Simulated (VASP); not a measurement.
Here is a VASP 6.6.1 calculation.

File INCAR:

```
SYSTEM = RbBr
  PREC = Accurate
  ENCUT = 520
  EDIFF = 1E-6
  ISMEAR = -1
  SIGMA = 0.02
  LREAL = .FALSE.
  LASPH = .TRUE.
  NELM = 60
  ALGO = Normal
  ISIF = 2
  LWAVE = .FALSE.
  LCHARG = .FALSE.
  GGA = PE
  NBANDS = 15
```

The input KPOINTS:

```
Automatic mesh
0
G
  6 6 6
  0 0 0
```

File POSCAR:

```
RbBr
1.0
    0.0843550316      3.9538518963      3.9538518963
    3.9538518963      0.0843550316      3.9538518963
    3.9538518963      3.9538518963      0.0843550316
Rb Br
1 1
Direct
    0.0023747753      0.0023747753      0.0023747753
    0.2476252247      0.2476252247      0.2476252247
```

Potentials or basis: VASP PAW PBE potentials, release 64 (Rb_sv, Br).

The run is started by

```console
$ cat potpaw_PBE.64/Rb_sv/POTCAR potpaw_PBE.64/Br/POTCAR > POTCAR
$ mpirun -np 1 vasp_std > vasp.out
```

Predict the band gap on the k mesh.

4.02 eV (least direct gap 4.09 eV).

Estimate the pressure.

-0.1 GPa.

Estimate the largest force.

0.004 eV/Å.

Forces on the atoms (eV/Å):
```
Rb  -0.003 -0.003 -0.003
Br   0.003  0.003  0.003
```

Caveat: the cell differs from its parent crystal (strain along [111] +3.3%); the structure was generated, so it needn't be the stable form of RbBr. A k mesh can miss the band edges.
